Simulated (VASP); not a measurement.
# Cu (Fm-3m) in VASP: a series of runs

The runs below take Cu through single point, relaxation of cell and atoms, with LDA.

Everything below comes from runs of VASP 6.6.1. Logs are shortened: lines on timing, memory, paths and dates and some standing lists are left out, and cuts for length are marked.

## (1) The cell of the first run

It takes space group Fm-3m (No. 225, cubic). The conventional cell has a = 3.518 Å, b = 3.518 Å, c = 3.518 Å, α = 90.00°, β = 90.00°, γ = 90.00°. Within 3.3 Å of Cu (site symmetry m-3m) lie 12 Cu at 2.49 Å.

## (2) Single point, LDA

INCAR reads:

```
  ALGO = Normal
  EDIFF = 1E-7
  ENCUT = 520
  GGA = CA
  ISIF = 2
  ISMEAR = 0
  LASPH = T
  LCHARG = F
  LREAL = F
  LWAVE = F
  NBANDS = 12
  NELM = 60
  PREC = Accurate
  SIGMA = 0.1
```

KPOINTS reads:

```
k-points
0
Gamma
  18 18 18
```

POSCAR reads:

```
Cu
1.0
    0.0000000000      1.7592131580      1.7592131580
    1.7592131580      0.0000000000      1.7592131580
    1.7592131580      1.7592131580      0.0000000000
Cu
1
Direct
    0.0000000000      0.0000000000      0.0000000000
```

Potentials or basis: VASP PAW LDA potentials, release 64 (Cu).

Started as:

```sh
$ cat potpaw_LDA.64/Cu/POTCAR > POTCAR
$ mpirun -np 1 vasp_std > vasp.out
```

OUTCAR:

```text
EDIFF = 1E-7
   ENCUT = 520
   GGA = CA
   ISIF = 2
   ISMEAR = 0
   LASPH = T
   LREAL = F
   NELM = 60
   PREC = Accurate

 ion  position               nearest neighbor table
   1  0.000  0.000  0.000-

  LATTYP: Found a face centered cubic cell.
 ALAT       =     3.5184263160

  Lattice vectors:

 A1 = (   0.0000000000,   1.7592131580,   1.7592131580)
 A2 = (   1.7592131580,   0.0000000000,   1.7592131580)
 A3 = (   1.7592131580,   1.7592131580,   0.0000000000)

Analysis of symmetry for initial positions (statically):
=====================================================================
 Subroutine PRICEL returns:
 Original cell was already a primitive cell.

 Routine SETGRP: Setting up the symmetry group for a
 face centered cubic supercell.

 Subroutine GETGRP returns: Found 48 space group operations
 (whereof 48 operations were pure point group operations)
 out of a pool of 48 trial point group operations.

The static configuration has the point symmetry O_h .

Analysis of symmetry for dynamics (positions and initial velocities):
=====================================================================
 Subroutine PRICEL returns:
 Original cell was already a primitive cell.

 Routine SETGRP: Setting up the symmetry group for a
 face centered cubic supercell.

 Subroutine GETGRP returns: Found 48 space group operations
 (whereof 48 operations were pure point group operations)
 out of a pool of 48 trial point group operations.

The dynamic configuration has the point symmetry O_h .

 Subroutine INISYM returns: Found 48 space group operations
 (whereof 48 operations are pure point group operations),
 and found     1 'primitive' translations

----------------------------------------------------------------------------------------

                                     Primitive cell

  volume of cell :      10.8889

  direct lattice vectors                    reciprocal lattice vectors
     0.000000000  1.759213158  1.759213158    -0.284217974  0.284217974  0.284217974
     1.759213158  0.000000000  1.759213158     0.284217974 -0.284217974  0.284217974
     1.759213158  1.759213158  0.000000000     0.284217974  0.284217974 -0.284217974

  length of vectors
     2.487903107  2.487903107  2.487903107     0.492279972  0.492279972  0.492279972

  position of ions in fractional coordinates (direct lattice)
     0.000000000  0.000000000  0.000000000

  ion indices of the primitive-cell ions
   primitive index   ion index
                 1           1

----------------------------------------------------------------------------------------

 KPOINTS: k-points

Automatic generation of k-mesh.
 Grid dimensions read from file:
 generate k-points for:   18   18   18

 Generating k-lattice:

  Cartesian coordinates                     Fractional coordinates (reciprocal lattice)
    -0.015789887  0.015789887  0.015789887     0.055555556  0.000000000  0.000000000
     0.015789887 -0.015789887  0.015789887     0.000000000  0.055555556  0.000000000
     0.015789887  0.015789887 -0.015789887     0.000000000  0.000000000  0.055555556

  Length of vectors
     0.027348887  0.027348887  0.027348887

  Shift w.r.t. Gamma in fractional coordinates (k-lattice)
     0.000000000  0.000000000  0.000000000

 Subroutine IBZKPT returns following result:
 ===========================================

 Found    195 irreducible k-points:

 Following reciprocal coordinates:
            Coordinates               Weight
  0.000000  0.000000  0.000000      1.000000
  0.055556  0.000000  0.000000      8.000000
  0.111111  0.000000  0.000000      8.000000
  0.166667  0.000000  0.000000      8.000000
  0.222222  0.000000  0.000000      8.000000
  0.277778  0.000000  0.000000      8.000000
[... 16 lines left out ...]
 -0.277778  0.055556  0.000000     24.000000
 -0.222222  0.055556  0.000000     24.000000
 [... further k-points ...]
   k-points           NKPTS =    195   k-points in BZ     NKDIM =    195   number of bands    NBANDS=     12
   number of dos      NEDOS =    301   number of ions     NIONS =      1
   total plane-waves  NPLWV =   8000
   dimension x,y,z NGX =    20 NGY =   20 NGZ =   20
   dimension x,y,z NGXF=    40 NGYF=   40 NGZF=   40
   ions per type =               1
   NGX,Y,Z   is equivalent  to a cutoff of  13.36, 13.36, 13.36 a.u.
   NGXF,Y,Z  is equivalent  to a cutoff of  26.73, 26.73, 26.73 a.u.
 SYSTEM =  unknown system
   PREC   = accura    normal or accurate (medium, high low for compatibility)
   ISTART =      0    job   : 0-new  1-cont  2-samecut
   ICHARG =      2    charge: 1-file 2-atom 10-const
   ISPIN  =      1    spin polarized calculation?
   LNONCOLLINEAR =      F non collinear calculations
   LSORBIT =      F    spin-orbit coupling
   LASPH  =      T    aspherical Exc in radial PAW
   ENCUT  =  520.0 eV  38.22 Ry    6.18 a.u.   4.63  4.63  4.63*2*pi/ulx,y,z
   NELM   =     60;   NELMIN=  2; NELMDL= -5     # of ELM steps
   EDIFF  = 0.1E-06   stopping-criterion for ELM
   LREAL  =      F    real-space projection
   EDIFFG = 0.1E-05   stopping-criterion for IOM
   NSW    =      0    number of steps for IOM
   IBRION =     -1    ionic relax: 0-MD 1-quasi-New 2-CG
   NFREE  =      0    steps in history (QN), initial steepest desc. (CG)
   ISIF   =      2    stress and relaxation
   ISYM   =      2    0-nonsym 1-usesym 2-fastsym
   POTIM  = 0.5000    time-step for ionic-motion
   TEBEG  =    0.0;   TEEND  =   0.0 temperature during run
   PSTRESS=    0.0 pullay stress
   NELECT =      11.0000    total number of electrons
   NUPDOWN=      -1.0000    fix difference up-down
   EMIN   =  10.00;   EMAX   =-10.00  energy-range for DOS
   EFERMI =   0.00;   METHOD = LEGACY
   ISMEAR =     0;   SIGMA  =   0.10  broadening in eV -4-tet -1-fermi 0-gaus
   EFERMI_NEDOS =   21; number of points for ismear=-14 and -15
   IALGO  =     38    algorithm
   IMIX   =      4    mixing-type and parameters
     AMIX     =   0.40;   BMIX     =  1.00
     AMIX_MAG =   1.60;   BMIX_MAG =  1.00
  volume/ion in A,a.u.               =      10.89        73.48
  Fermi-wavevector in a.u.,A,eV,Ry     =   1.642646  3.104150 36.712400  2.698285
  Thomas-Fermi vector in A             =   2.732913
   LORBIT       =      0    0 simple, 1 ext, 2 COOP (PROOUT), +10 PAW based schemes
   GGA     = CA    functional components
   LHFCALC =     F    Hartree Fock is set to
   AEXX    =    0.0000 exact exchange contribution
   IVDW    =     0    specifies the selected vdW correction
   LEPSILON=     F    determine dielectric tensor
   LRPA    =     F    only Hartree local field effects (RPA)
 non-spin polarized calculation
 Gauss-broadening in eV      SIGMA  =   0.10
  energy-cutoff  :      520.00
  volume of cell :       10.89
 maximum number of plane-waves:       304
   NGX =  9   NGY =  9   NGZ =  9

 number of electron      10.9999998 magnetization

 Free energy of the ion-electron system (eV)
  ---------------------------------------------------
  ext. energy  EPLUGINS =         0.00000000
  ---------------------------------------------------
  free energy    TOTEN  =        -4.70806283 eV

  energy without entropy =       -4.70640681  energy(sigma->0) =       -4.70723482

 E-fermi :   8.3712     XC(G=0): -13.5838

 val. band max:        8.3563473110   @ k =   0.5000   0.3333   0.1667
 cond. band min:       8.3833630528   @ k =  -0.4444   0.1111   0.0556
 fundamental gap:      0.0270157418
 Fermi energy:         8.3712020515

 k-point     1 :       0.0000    0.0000    0.0000
  band No.  band energies     occupation
      1      -1.5821      2.00000
      2       5.0706      2.00000
      3       5.0706      2.00000
      4       5.0706      2.00000
      5       6.0207      2.00000
      6       6.0207      2.00000
      7      31.7224      0.00000
      8      34.8427      0.00000
      9      34.8427      0.00000
     10      34.8427      0.00000
     11      37.4615      0.00000
     12      37.4615      0.00000

 k-point     2 :       0.0556    0.0000    0.0000
  band No.  band energies     occupation
      1      -1.4628      2.00000
      2       5.0430      2.00000
      3       5.0949      2.00000
      4       5.0949      2.00000
      5       6.0108      2.00000
      6       6.0108      2.00000
      7      31.1587      0.00000
      8      33.3590      0.00000
      9      34.4785      0.00000
     10      34.4785      0.00000
     11      37.9840      0.00000
     12      37.9840      0.00000

 k-point     3 :       0.1111    0.0000    0.0000
  band No.  band energies     occupation
      1      -1.1093      2.00000
      2       4.9683      2.00000
      3       5.1582      2.00000
      4       5.1582      2.00000
      5       5.9903      2.00000
      6       5.9903      2.00000
      7      28.8261      0.00000
      8      32.5947      0.00000
      9      33.8050      0.00000
     10      33.8050      0.00000
     11      39.0623      0.00000
     12      39.0623      0.00000

 k-point     4 :       0.1667    0.0000    0.0000
  band No.  band energies     occupation
      1      -0.5367      2.00000
      2       4.8703      2.00000
      3       5.2285      2.00000
      4       5.2285      2.00000
      5       5.9893      2.00000
      6       5.9893      2.00000
      7      25.8838      0.00000
      8      32.3023      0.00000
      9      33.1592      0.00000
     10      33.1592      0.00000
     11      39.2983      0.00000
     12      39.7695      0.00000

 k-point     5 :       0.2222    0.0000    0.0000
  band No.  band energies     occupation
      1       0.2217      2.00000
      2       4.7921      2.00000
      3       5.2586      2.00000
      4       5.2586      2.00000
      5       6.0506      2.00000
      6       6.0506      2.00000
      7      22.9542      0.00000
      8      31.9347      0.00000
      9      32.6219      0.00000
     10      32.6219      0.00000
     11      38.8769      0.00000
     12      38.8769      0.00000
[... 228 lines left out ...]
      1       2.6754      2.00000
      2       5.0494      2.00000
      3       5.1143      2.00000
      4       5.7193      2.00000
      5       6.4906      2.00000
      6       6.9966      2.00000
      7      14.5901      0.00000
      8      28.8774      0.00000
      9      31.1699      0.00000
     10      32.1001      0.00000
     11      35.0657      0.00000
     12      36.6537      0.00000

 k-point    22 :      -0.3333    0.0556    0.0000
  band No.  band energies     occupation
      1       2.2308      2.00000
      2       5.1119      2.00000
      3       5.1280      2.00000
      4       5.1744      2.00000
      5       6.3149      2.00000
      6       6.6576      2.00000
      7      16.8092      0.00000
      8      28.8566      0.00000
      9      31.6811      0.00000
     10      33.0531      0.00000
     11      35.1504      0.00000
     12      37.1151      0.00000

 k-point    23 :      -0.2778    0.0556    0.0000
  band No.  band energies     occupation
      1       1.4747      2.00000
      2       4.7977      2.00000
      3       5.1947      2.00000
      4       5.2451      2.00000
      5       6.1220      2.00000
      6       6.4265      2.00000
      7      19.3420      0.00000
      8      29.0082      0.00000
      9      32.3408      0.00000
     10      33.8788      0.00000
     11      35.7590      0.00000
     12      37.4685      0.00000

 k-point    24 :      -0.2222    0.0556    0.0000
  band No.  band energies     occupation
      1       0.6005      2.00000
      2       4.7382      2.00000
      3       5.2509      2.00000
      4       5.2946      2.00000
      5       5.9612      2.00000
      6       6.2402      2.00000
      7      22.0852      0.00000
      8      29.3239      0.00000
      9      33.0287      0.00000
     10      34.4208      0.00000
     11      36.9907      0.00000
     12      37.6076      0.00000

 [... further k-points ...]

------------------------ aborting loop because EDIFF is reached ----------------------------------------

  FORCE on cell =-STRESS in cart. coord.  units (eV):
  Direction    XX          YY          ZZ          XY          YZ          ZX
  --------------------------------------------------------------------------------------
  -------------------------------------------------------------------------------------
  Total        0.0631439      0.0631439      0.0631439      0.0000000      0.0000000      0.0000000
  in kB        9.2908761      9.2908761      9.2908761      0.0000000      0.0000000      0.0000000
  external PRESSURE =       9.2908761 kB  Pullay stress =       0.0000000 kB

 VOLUME and BASIS-vectors are now :
 -----------------------------------------------------------------------------
  energy-cutoff  :      520.00
  volume of cell :       10.89
      direct lattice vectors                 reciprocal lattice vectors
     0.000000000  1.759213158  1.759213158    -0.284217974  0.284217974  0.284217974
     1.759213158  0.000000000  1.759213158     0.284217974 -0.284217974  0.284217974
     1.759213158  1.759213158  0.000000000     0.284217974  0.284217974 -0.284217974

 POSITION                                       TOTAL-FORCE (eV/Angst)
 -----------------------------------------------------------------------------------
      0.00000      0.00000      0.00000         0.000000      0.000000      0.000000
 -----------------------------------------------------------------------------------
    total drift:                                0.000000      0.000000      0.000000

  FREE ENERGIE OF THE ION-ELECTRON SYSTEM (eV)
  ---------------------------------------------------
  free  energy   TOTEN  =        -4.7080628344 eV

  energy  without entropy=       -4.7064068121  energy(sigma->0) =       -4.70723482
```

Run time: 19 s. Hardware: 1 thread of Intel Xeon 8259CL, shared host; peak memory 0.14 GiB.

Results:

```yaml
Free_energy: -4.7081 eV
Pressure: 0.9 GPa
Band_gap_on_the_k_mesh: zero (an odd number of electrons rules out a gap without spin polarisation)
```

## (3) Single point, LDA

INCAR reads:

```
SYSTEM = Cu
  ALGO = Normal
  EDIFF = 1E-6
  ENCUT = 520
  ISIF = 2
  ISMEAR = -1
  LASPH = .TRUE.
  LCHARG = .FALSE.
  LREAL = .FALSE.
  LWAVE = .FALSE.
  NBANDS = 12
  NELM = 60
  PREC = Accurate
  SIGMA = 0.15
```

KPOINTS reads:

```
k-points
0
G
  20 20 20
  0 0 0
```

POSCAR is that of step 2.

Potentials or basis: VASP PAW LDA potentials, release 64 (Cu).

Started as:

```sh
$ cat potpaw_LDA.64/Cu/POTCAR > POTCAR
$ mpirun -np 1 vasp_std > vasp.out
```

Run time: 25 s. Hardware: 1 thread of Intel Xeon 8259CL, shared host; peak memory 0.14 GiB.

The run converged. Its results:

* Free energy: -4.7185 eV
* Pressure: 0.9 GPa
* Band gap on the k mesh: zero (an odd number of electrons rules out a gap without spin polarisation)

Levels at points of the mesh, in eV from the Fermi level:
```tsv
k point	band 3	band 4	band 5	band 6	band 7	band 8	band 9	band 10
(0.00, 0.00, 0.00)	-3.35	-3.35	-2.41	-2.41	23.30	26.42	26.42	26.42
(0.50, 0.00, 0.00)	-3.39	-1.76	-1.76	-1.24	4.13	21.78	23.19	23.19
(0.50, 0.50, 0.00)	-1.78	-1.60	-1.60	1.41	7.68	13.63	13.63	18.48
```

## (4) Relaxation of cell and atoms, LDA

INCAR reads:

```
PREC     = Accurate       # precision mode
ENCUT    = 600            # plane-wave cutoff, eV
EDIFF    = 1E-6           # SCF threshold, eV
ISMEAR   = -1             # smearing method
SIGMA    = 0.15           # smearing width, eV
LREAL    = F              # projectors in reciprocal space
LASPH    = T              # aspherical terms in the spheres
NELM     = 80             # most SCF steps
ALGO     = Normal         # electronic algorithm
ISIF     = 3              # what is computed and relaxed
LWAVE    = F              # write WAVECAR
LCHARG   = F              # write CHGCAR
IBRION   = 2              # ionic algorithm
NSW      = 80             # ionic steps
EDIFFG   = -0.001         # ionic threshold
```

KPOINTS reads:

```
regular mesh
0
Gamma
  20 20 20
```

POSCAR is that of step 3.

Started as:

```sh
$ cat potpaw_LDA.64/Cu/POTCAR > POTCAR
$ mpirun -np 1 vasp_std > vasp.out
```

Wall time 73 s (1 thread of Intel Xeon 8259CL, shared host); peak memory 0.15 GiB.

Results (log left out):

```yaml
Free_energy: -4.7187 eV
Relaxed_volume: 10.94 Å³/atom
Relaxed_cell: a = 2.492 Å, b = 2.492 Å, c = 2.492 Å, α = 60.00°, β = 60.00°, γ = 60.00°
Space_group_after_relaxing_to_0.1_Å: Fm-3m (No. 225)
Energy_gained_by_relaxing: 0.2 meV/atom
Ionic_steps: 3
Pressure_after_relaxing: 0.0 GPa
Band_gap_on_the_k_mesh: zero (an odd number of electrons rules out a gap without spin polarisation)
```

Step by step:
| step | energy change (eV) | largest force (eV/Å) | pressure (GPa) | volume (Å³) |
| --- | --- | --- | --- | --- |
| 1 | 0.0000 | 0.0000 | 0.97 | 10.89 |
| 2 | -0.0001 | 0.0000 | -0.61 | 10.99 |
| 3 | -0.0002 | 0.0000 | -0.01 | 10.94 |

Final structure:
```
Cu
1.0
     0.00000    1.76212    1.76212
     1.76212    0.00000    1.76212
     1.76212    1.76212    0.00000
Cu
1
Direct
  0.00000 0.00000 0.00000
```

Levels at points of the mesh, in eV from the Fermi level:
```tsv
k point	band 4	band 5	band 6	band 7	band 8	band 9
(0.00, 0.00, 0.00)	-3.34	-2.39	-2.39	23.27	26.35	26.35
(0.50, 0.00, 0.00)	-1.76	-1.76	-1.22	4.11	21.75	23.11
(0.50, 0.50, 0.00)	-1.60	-1.60	1.42	7.65	13.59	13.59
```

## (5) The runs side by side

| task | cell | k mesh | cutoff (eV) | smearing | gap on the mesh (eV) | pressure (GPa) |
| --- | --- | --- | --- | --- | --- | --- |
| single point | a = 2.488 Å, angles 60.0°, 1 atom | 18 × 18 × 18 | 520 | gaussian 0.1 eV | none | 0.9 |
| single point | a = 2.488 Å, angles 60.0°, 1 atom | 20 × 20 × 20 | 520 | fermi-dirac 0.15 eV | none | 0.9 |
| relaxation of cell and atoms | relaxed from a = 2.488 Å, angles 60.0°, 1 atom | 20 × 20 × 20 | 600 | fermi-dirac 0.15 eV | none | 0.0 |

Alike in all rows: level LDA; potentials or basis VASP PAW LDA potentials, release 64 (Cu); no spin polarisation.

Total energies depend on the potentials used, so only differences within one code and one set of settings carry meaning.
